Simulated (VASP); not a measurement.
Set up this calculation in VASP 6.6.1, as the native input.

```
Task                   : relaxation of cell and atoms
Functional             : PBEsol
Potentials or basis    : VASP PAW PBE potentials, release 64 (Te)
Cutoff                 : 600 eV
k mesh                 : 14 × 14 × 8
Occupations            : fermi-dirac, width 0.1 eV
Spin                   : no spin polarisation
Target pressure        : 20 GPa
Dipole correction      : no
Further INCAR settings : ALGO = Normal; EDIFF = 1e-06; IBRION = 2; EDIFFG = -0.005; NSW = 60; ISIF = 3
```

The structure of Te lies in POSCAR:

```
Te
1.0
    3.1673905813      0.0000000000      0.0000000000
   -1.5836952906      2.7430407071      0.0000000000
    0.0000000000      0.0000000000      5.1311727417
Te
2
Direct
    0.3333333333      0.6666666667      0.2500000000
    0.6666666667      0.3333333333      0.7500000000
```

This isn't the form of Te at room conditions, which is trigonal, of chains.

These files were run (other wordings do the same):

INCAR

```
  PREC = Accurate
  ENCUT = 600
  EDIFF = 1E-6
  ISMEAR = -1
  SIGMA = 0.1
  LREAL = False
  LASPH = True
  NELM = 100
  ALGO = Normal
  ISIF = 3
  LWAVE = False
  LCHARG = False
  GGA = PS
  IBRION = 2
  NSW = 60
  EDIFFG = -0.005
  PSTRESS = 200.0
```

KPOINTS

```
regular mesh
0
Gamma
  14 14 8
```

Potentials or basis: VASP PAW PBE potentials, release 64 (Te).

The run is started by

```console
$ cat potpaw_PBE.64/Te/POTCAR > POTCAR
$ mpirun -np 1 vasp_std > vasp.out
```

It gave:

```yaml
Relaxed_volume: 22.34 Å³/atom
Relaxed_cell: a = 3.311 Å, b = 3.311 Å, c = 4.708 Å, α = 90.00°, β = 90.00°, γ = 120.00°
Space_group_after_relaxing_to_0.1_Å: P6_3/mmc (No. 194)
Energy_change_on_relaxing_the_run_minimises_the_enthalpy: -54.3 meV/atom
Ionic_steps: 28
Pressure_after_relaxing: 20.0 GPa
Band_gap_on_the_k_mesh: zero (bands 6 and 7 overlap by 5.46 eV)
```

Caveat: the cell is relaxed towards a set pressure, so the run minimises the enthalpy, not the energy; the PAW data sets were made with another functional, which shifts forces and pressure a little; spin-orbit coupling is left out, which moves the levels of the heavy elements.

Wall time 11 min on 1 thread of Oxide Virtual Turin-like Processor, on a shared host, peak memory 0.19 GiB.
